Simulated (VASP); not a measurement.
# Si4C5 in VASP: further runs, part 2 of 2

VASP 6.6.1. Earlier steps stand in the parts before.

**5. Single point, PBE, collinear spin**

File INCAR:

```
  ALGO = Normal
  DIPOL = 0.5 0.5 0.320
  EDIFF = 1E-6
  ENCUT = 520
  GGA = PE
  IDIPOL = 3
  ISIF = 2
  ISMEAR = 0
  ISPIN = 2
  LASPH = T
  LCHARG = F
  LDIPOL = T
  LORBIT = 11
  LREAL = F
  LWAVE = F
  MAGMOM = 0 0 0 0 0 0 0 0 2
  NBANDS = 32
  NELM = 150
  PREC = Accurate
  SIGMA = 0.05
```

File KPOINTS:

```
k-points
0
Gamma
  9 5 1
```

File POSCAR:

```
Si4C5
1.0
    3.0920147294      0.0000000000      0.0000000000
    0.0000000000      5.0738209150      0.0000000000
    0.0000000000      0.0000000000     18.9686857271
Si C
4 5
Direct
    0.0000000000      0.9954360478      0.2108738611
    0.5000000000      0.4954360478      0.2579297184
    0.5000000000      0.9936728437      0.3565277199
    0.0000000000      0.4650509218      0.3853429993
    0.0000000000      0.6195639522      0.2108738611
    0.5000000000      0.1195639522      0.2579297184
    0.5000000000      0.6250367736      0.3569005385
    0.0000000000      0.1238202484      0.3937376492
    0.5000000000      0.4571535817      0.4454185220
```

Potentials or basis: VASP PAW PBE potentials, release 64 (Si, C).

The run is started by

```bash
cat potpaw_PBE.64/Si/POTCAR potpaw_PBE.64/C/POTCAR > POTCAR
mpirun -np 1 vasp_std > vasp.out
```

OUTCAR:

```text
EDIFF = 1E-6
   ENCUT = 520
   GGA = PE
   ISIF = 2
   ISMEAR = 0
   ISPIN = 2
   LASPH = T
   LORBIT = 11
   LREAL = F
   NELM = 150
   PREC = Accurate

 ion  position               nearest neighbor table
   1  0.000  0.995  0.211-   6 1.89   6 1.89   5 1.91   2 3.10   2 3.10   2 3.10   2 3.10
   2  0.500  0.495  0.258-   5 1.89   5 1.89   6 1.91   7 1.99   4 2.87   4 2.87   1 3.10   1 3.10
                             1 3.10   1 3.10   3 3.14
   3  0.500  0.994  0.357-   8 1.82   8 1.82   7 1.87   6 1.98   4 2.90   4 2.90   4 3.14   4 3.14
                             2 3.14
   4  0.000  0.465  0.385-   8 1.74   7 1.83   7 1.83   9 1.92   9 1.92   2 2.87   2 2.87   3 2.90
                             3 2.90   3 3.14   3 3.14
   5  0.000  0.620  0.211-   2 1.89   2 1.89   1 1.91
   6  0.500  0.120  0.258-   1 1.89   1 1.89   2 1.91   3 1.98
   7  0.500  0.625  0.357-   4 1.83   4 1.83   3 1.87   9 1.88   2 1.99
   8  0.000  0.124  0.394-   4 1.74   3 1.82   3 1.82
   9  0.500  0.457  0.445-   7 1.88   4 1.92   4 1.92

  LATTYP: Found a simple orthorhombic cell.
[... 1224 lines left out ...]
  energy-cutoff  :      520.00
  volume of cell :      297.59
      direct lattice vectors                 reciprocal lattice vectors
     3.092014729  0.000000000  0.000000000     0.323413725  0.000000000  0.000000000
     0.000000000  5.073820915  0.000000000     0.000000000  0.197090125  0.000000000
     0.000000000  0.000000000 18.968685727     0.000000000  0.000000000  0.052718465

 POSITION                                       TOTAL-FORCE (eV/Angst)
 -----------------------------------------------------------------------------------
      0.00000      5.05066      4.00000         0.000000     -2.032301      1.807531
      1.54601      2.51375      4.89259         0.000000      0.606425     -2.672336
      1.54601      5.04172      6.76286         0.000000      0.047134     -0.022187
      0.00000      2.35959      7.30945         0.000000      0.613236      2.854391
      0.00000      3.14356      4.00000         0.000000      0.978296      1.513863
      1.54601      0.60665      4.89259         0.000000      0.073073     -0.778018
      1.54601      3.17132      6.76993         0.000000     -0.000117     -1.264926
      0.00000      0.62824      7.46869         0.000000     -1.864050     -1.461015
      1.54601      2.31952      8.44900         0.000000      1.578303      0.022695
 -----------------------------------------------------------------------------------
    total drift:                                0.000000     -0.000162     -0.000078

  FREE ENERGIE OF THE ION-ELECTRON SYSTEM (eV)
  ---------------------------------------------------
  free  energy   TOTEN  =       -58.8145864089 eV

  energy  without entropy=      -58.8110547477  energy(sigma->0) =      -58.81282058

 vacuum level on the upper side and lower side of the slab         4.775         3.763

 total charge

# of ion       s       p       d       tot
------------------------------------------
    1        0.752   0.862   0.000   1.614
    2        0.710   0.915   0.000   1.625
    3        0.724   0.953   0.000   1.678
    4        0.700   1.048   0.000   1.749
    5        0.854   1.533   0.000   2.387
    6        0.859   1.619   0.000   2.477
    7        0.862   1.689   0.000   2.552
    8        0.880   1.639   0.000   2.520
    9        1.010   1.208   0.000   2.218
--------------------------------------------------
tot          7.352  11.467   0.000  18.819

 magnetization (x)

# of ion       s       p       d       tot
------------------------------------------
    1        0.004   0.010   0.000   0.014
    2        0.000   0.002   0.000   0.003
    3        0.008   0.006   0.000   0.014
    4        0.001  -0.001   0.000   0.000
    5       -0.000  -0.007   0.000  -0.007
    6        0.000  -0.004   0.000  -0.004
    7       -0.000  -0.003   0.000  -0.003
    8       -0.005  -0.040   0.000  -0.045
    9        0.005   0.109   0.000   0.115
--------------------------------------------------
tot          0.014   0.072   0.000   0.086
```

stdout:

```text
POSCAR found type information on POSCAR SiC
 POSCAR found :  2 types and       9 ions
 scaLAPACK will be used
 LDA part: xc-table for (Slater+PW92), standard interpolation
 POSCAR, INCAR and KPOINTS ok, starting setup
 FFT: planning ... GRIDC
 FFT: planning ... GRID_SOFT
 FFT: planning ... GRID
 WAVECAR not read
 entering main loop
```

It took 7.5 min on 1 thread of Intel Xeon Platinum 8375C at 2.90GHz (Ice Lake), shared host; peak memory 0.56 GiB.

Results:

* Free energy: -58.8146 eV
* Largest force: 2.920 eV/Å
* Net moment: 0.18 μB per cell
* Site moments: Si +0.01, +0.00; C -0.01, -0.00, -0.04, +0.12 μB
* Valence electrons inside the program's atomic spheres: Si 1.61, 1.62, 1.68, 1.75; C 2.39, 2.48, 2.55, 2.52, 2.22

Forces on the atoms (eV/Å):
```
Si   0.000 -2.032  1.808
Si   0.000  0.606 -2.672
Si   0.000  0.047 -0.022
Si   0.000  0.613  2.854
C    0.000  0.978  1.514
C    0.000  0.073 -0.778
C    0.000  0.000 -1.265
C    0.000 -1.864 -1.461
C    0.000  1.578  0.023
```

**6. Single point, PBE, collinear spin**

File INCAR:

```
SYSTEM = Si4C5
  PREC = Accurate
  ENCUT = 520
  EDIFF = 1E-6
  ISMEAR = 0
  SIGMA = 0.05
  LREAL = .FALSE.
  LASPH = .TRUE.
  NELM = 150
  ALGO = Normal
  ISIF = 2
  LWAVE = .FALSE.
  LCHARG = .FALSE.
  ISPIN = 2
  MAGMOM = 0 0 0 0 0 0 0 0 2
  LORBIT = 11
  LDIPOL = .TRUE.
  IDIPOL = 3
  DIPOL = 0.5 0.5 0.319
  GGA = PE
  NBANDS = 32
```

File KPOINTS:

```
Automatic mesh
0
G
  9 5 1
  0 0 0
```

POSCAR, as its differences from that of step 5:

```diff
@@ -16,2 +16,2 @@
     0.0000000000      0.1238202484      0.3937376492
-    0.5000000000      0.4571535817      0.4454185220
+    0.5000000000      0.6238202484      0.4392032402
```

Potentials or basis: VASP PAW PBE potentials, release 64 (Si, C).

The run is started by

```bash
cat potpaw_PBE.64/Si/POTCAR potpaw_PBE.64/C/POTCAR > POTCAR
mpirun -np 1 vasp_std > vasp.out
```

OUTCAR:

```text
SYSTEM = Si4C5
   PREC = Accurate
   ENCUT = 520
   EDIFF = 1E-6
   ISMEAR = 0
   LREAL = .FALSE.
   LASPH = .TRUE.
   NELM = 150
   ISIF = 2
   ISPIN = 2
   LORBIT = 11
   GGA = PE

 ion  position               nearest neighbor table
   1  0.000  0.995  0.211-   6 1.89   6 1.89   5 1.91   2 3.10   2 3.10   2 3.10   2 3.10
   2  0.500  0.495  0.258-   5 1.89   5 1.89   6 1.91   7 1.99   4 2.87   4 2.87   1 3.10   1 3.10
                             1 3.10   1 3.10   3 3.14
   3  0.500  0.994  0.357-   8 1.82   8 1.82   7 1.87   6 1.98   9 2.45   4 2.90   4 2.90   4 3.14
                             4 3.14   2 3.14
   4  0.000  0.465  0.385-   8 1.74   7 1.83   7 1.83   9 2.02   9 2.02   2 2.87   2 2.87   3 2.90
                             3 2.90   3 3.14   3 3.14
   5  0.000  0.620  0.211-   2 1.89   2 1.89   1 1.91
   6  0.500  0.120  0.258-   1 1.89   1 1.89   2 1.91   3 1.98
   7  0.500  0.625  0.357-   9 1.56   4 1.83   4 1.83   3 1.87   2 1.99
   8  0.000  0.124  0.394-   4 1.74   3 1.82   3 1.82
   9  0.500  0.624  0.439-   7 1.56   4 2.02   4 2.02   3 2.45

  LATTYP: Found a simple orthorhombic cell.
 ALAT       =     3.0920147294
 B/A-ratio  =     1.6409433198
 C/A-ratio  =     6.1347333008

  Lattice vectors:

 A1 = (   3.0920147294,   0.0000000000,   0.0000000000)
 A2 = (   0.0000000000,   5.0738209150,   0.0000000000)
 A3 = (   0.0000000000,   0.0000000000,  18.9686857271)

Analysis of symmetry for initial positions (statically):
=====================================================================
 Subroutine PRICEL returns:
 Original cell was already a primitive cell.

 Routine SETGRP: Setting up the symmetry group for a
 simple orthorhombic supercell.

 Subroutine GETGRP returns: Found  2 space group operations
 (whereof  2 operations were pure point group operations)
 out of a pool of  8 trial point group operations.

The static configuration has the point symmetry C_1h.

[... 694 lines left out ...]
      3     -14.0786      1.00000
      4     -12.3395      1.00000
      5     -11.4031      1.00000
      6     -11.0706      1.00000
[... 484 lines left out ...]
     29       6.5067      0.00000
     30       7.1743      0.00000
 [bands above 30 left out]

------------------------ aborting loop because EDIFF is reached ----------------------------------------

 vacuum level on the upper side and lower side of the slab       (xc-potential included)         0.787        -0.786

  FORCE on cell =-STRESS in cart. coord.  units (eV):
  Direction    XX          YY          ZZ          XY          YZ          ZX
  --------------------------------------------------------------------------------------
  -------------------------------------------------------------------------------------
  Total        2.4060670      2.4465074     -0.5261356      0.0000000     -0.6269107      0.0000000
  in kB       12.9540141     13.1717413     -2.8326593      0.0000000     -3.3752218      0.0000000
  external PRESSURE =       7.7643654 kB  Pullay stress =       0.0000000 kB

 VOLUME and BASIS-vectors are now :
 -----------------------------------------------------------------------------
  energy-cutoff  :      520.00
  volume of cell :      297.59
      direct lattice vectors                 reciprocal lattice vectors
     3.092014729  0.000000000  0.000000000     0.323413725  0.000000000  0.000000000
     0.000000000  5.073820915  0.000000000     0.000000000  0.197090125  0.000000000
     0.000000000  0.000000000 18.968685727     0.000000000  0.000000000  0.052718465

 POSITION                                       TOTAL-FORCE (eV/Angst)
 -----------------------------------------------------------------------------------
      0.00000      5.05066      4.00000         0.000000     -1.934442      1.782913
      1.54601      2.51375      4.89259         0.000000      0.547316     -3.108990
      1.54601      5.04172      6.76286         0.000000      0.881284      0.001094
      0.00000      2.35959      7.30945         0.000000     -0.354451      3.522738
      0.00000      3.14356      4.00000         0.000000      1.076505      1.640155
      1.54601      0.60665      4.89259         0.000000      0.195435     -0.954521
      1.54601      3.17132      6.76993         0.000000      1.145881     -2.041469
      0.00000      0.62824      7.46869         0.000000     -1.182630     -0.897401
      1.54601      3.16515      8.33111         0.000000     -0.374897      0.055481
 -----------------------------------------------------------------------------------
    total drift:                                0.000000     -0.000143     -0.000083

  FREE ENERGIE OF THE ION-ELECTRON SYSTEM (eV)
  ---------------------------------------------------
  free  energy   TOTEN  =       -59.3813926017 eV

  energy  without entropy=      -59.3798591294  energy(sigma->0) =      -59.38062587

 vacuum level on the upper side and lower side of the slab         5.194         3.576

 total charge

# of ion       s       p       d       tot
------------------------------------------
    1        0.752   0.865   0.000   1.617
    2        0.713   0.901   0.000   1.613
    3        0.713   0.953   0.000   1.666
    4        0.696   1.021   0.000   1.717
    5        0.855   1.531   0.000   2.386
    6        0.858   1.619   0.000   2.478
    7        0.869   1.750   0.000   2.619
    8        0.874   1.647   0.000   2.521
    9        0.973   1.281   0.000   2.254
--------------------------------------------------
tot          7.304  11.568   0.000  18.872

 magnetization (x)

# of ion       s       p       d       tot
------------------------------------------
    1        0.008   0.018   0.000   0.026
    2        0.001   0.006   0.000   0.007
    3        0.008   0.010   0.000   0.018
    4       -0.001   0.005   0.000   0.004
    5        0.003   0.011   0.000   0.014
    6        0.005   0.028   0.000   0.032
    7        0.000   0.020   0.000   0.021
    8        0.003  -0.006   0.000  -0.003
    9        0.017   0.234   0.000   0.250
--------------------------------------------------
tot          0.043   0.326   0.000   0.369
```

OSZICAR:

```text
N       E                     dE             d eps       ncg     rms          rms(c)
DAV:   1     0.214308118408E+03    0.21431E+03   -0.13483E+04  1920   0.874E+02
DAV:   2    -0.348072473932E+02   -0.24912E+03   -0.23518E+03  2656   0.195E+02
DAV:   3    -0.655311089629E+02   -0.30724E+02   -0.30041E+02  2464   0.661E+01
[... 20 lines left out ...]
DAV:  24    -0.593813816106E+02   -0.15054E-04   -0.81071E-07  2072   0.261E-03    0.370E-04
DAV:  25    -0.593813876899E+02   -0.60793E-05   -0.33640E-07  1976   0.162E-03    0.197E-04
DAV:  26    -0.593813899434E+02   -0.22534E-05   -0.94171E-08  1944   0.940E-04    0.128E-04
DAV:  27    -0.593813918555E+02   -0.19121E-05   -0.49807E-08  2040   0.703E-04    0.938E-05
DAV:  28    -0.593813926017E+02   -0.74624E-06   -0.19471E-08  1944   0.504E-04
   1 F= -.59381393E+02 E0= -.59380626E+02  d E =-.153347E-02  mag=     0.7555
```

stdout:

```text
POSCAR found type information on POSCAR SiC
 POSCAR found :  2 types and       9 ions
 scaLAPACK will be used
 LDA part: xc-table for (Slater+PW92), standard interpolation
 POSCAR, INCAR and KPOINTS ok, starting setup
 FFT: planning ... GRIDC
 FFT: planning ... GRID_SOFT
 FFT: planning ... GRID
 WAVECAR not read
 entering main loop
```

Run time: 6 min. Hardware: 1 thread of Intel Xeon Platinum 8375C at 2.90GHz (Ice Lake), shared host; peak memory 0.57 GiB.

Results:

| Item | Value |
| --- | --- |
| Free energy | -59.3814 eV |
| Largest force | 3.541 eV/Å |
| Net moment | 0.76 μB per cell |
| Site moments | Si +0.03, +0.01, +0.02, +0.00; C +0.01, +0.03, +0.02, -0.00, +0.25 μB |
| Valence electrons inside the program's atomic spheres | Si 1.62, 1.61, 1.67, 1.72; C 2.39, 2.48, 2.62, 2.52, 2.25 |

Forces in eV/Å, atoms in the order of the input:
```
Si   0.000 -1.934  1.783
Si   0.000  0.547 -3.109
Si   0.000  0.881  0.001
Si   0.000 -0.354  3.523
C    0.000  1.077  1.640
C    0.000  0.195 -0.955
C    0.000  1.146 -2.041
C    0.000 -1.183 -0.897
C    0.000 -0.375  0.055
```

Levels at points of the mesh, in eV from the Fermi level:
Spin up:
| k point | band 16 | band 17 | band 18 | band 19 | band 20 | band 21 |
| --- | --- | --- | --- | --- | --- | --- |
| (0.00, 0.00, 0.00) | -1.14 | -0.73 | -0.39 | 0.79 | 1.01 | 1.49 |
Spin down:
```csv
k point,band 16,band 17,band 18,band 19,band 20,band 21
"(0.00, 0.00, 0.00)",-0.93,-0.70,0.11,0.92,1.23,1.58
```
